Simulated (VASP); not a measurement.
Wanted: the native input for a VASP 6.6.1 run.

```
Task                   : electric field gradients
Functional             : LDA
Potentials or basis    : VASP PAW LDA potentials, release 64 (Ag_sv_GW, Pt_sv_GW)
Cutoff                 : 470 eV
k mesh                 : 9 × 9 × 9
Occupations            : fermi-dirac, width 0.08 eV
Spin                   : no spin polarisation
Dipole correction      : no
Further INCAR settings : ALGO = Normal; EDIFF = 1e-08; NBANDS = 44
```

The structure of AgPt3 lies in POSCAR:

```
AgPt3
1.0
    3.9000000000      0.0000000000      0.0000000000
    0.0000000000      3.9000000000      0.0000000000
    0.0000000000      0.0000000000      3.9390000000
Ag Pt
1 3
Direct
    0.0000000000      0.0000000000      0.0000000000
    0.0000000000      0.5000000000      0.5000000000
    0.5000000000      0.0000000000      0.5000000000
    0.5000000000      0.5000000000      0.0000000000
```

This cell differs from its parent crystal: zz strain of +1 %.

One way to write it, as run:

INCAR

```
SYSTEM = AgPt3
ALGO = Normal ; EDIFF = 1E-8
ENCUT = 470 ; GGA_COMPAT = .False.
ISIF = 2 ; ISMEAR = -1
LASPH = .True. ; LCHARG = .False.
LEFG = .True. ; LREAL = .False.
LWAVE = .False. ; NBANDS = 44
NELM = 120 ; PREC = Accurate
SIGMA = 0.08
```

KPOINTS

```
k-points
0
Gamma
  9 9 9
  0 0 0
```

Potentials or basis: VASP PAW LDA potentials, release 64 (Ag_sv_GW, Pt_sv_GW).

Run with:

```console
$ cat potpaw_LDA.64/Ag_sv_GW/POTCAR potpaw_LDA.64/Pt_sv_GW/POTCAR > POTCAR
$ mpirun -np 1 vasp_std > vasp.out
```

Results of the run:

```
Pressure                                : -3.7 GPa
Band gap on the k mesh                  : zero (an odd number of electrons rules out a gap without spin polarisation)
Largest electric field gradient by atom : Ag +0.8; Pt -21.1, -17.0 (each value once) V/Å²
```

Caveat: the cell differs from its parent crystal (zz strain of +1 %); the cell stands under tension; without QUAD_EFG the Cq values of the log hold for a quadrupole moment of 1 mb, not for the nuclei; spin-orbit coupling is left out, which moves the levels of the heavy elements.

Run time: 3.6 min on 1 thread of Intel(R) Xeon(R) Platinum 8259CL CPU @ 2.50GHz (Skylake/Cascade Lake) (shared host), peak memory 0.27 GiB.
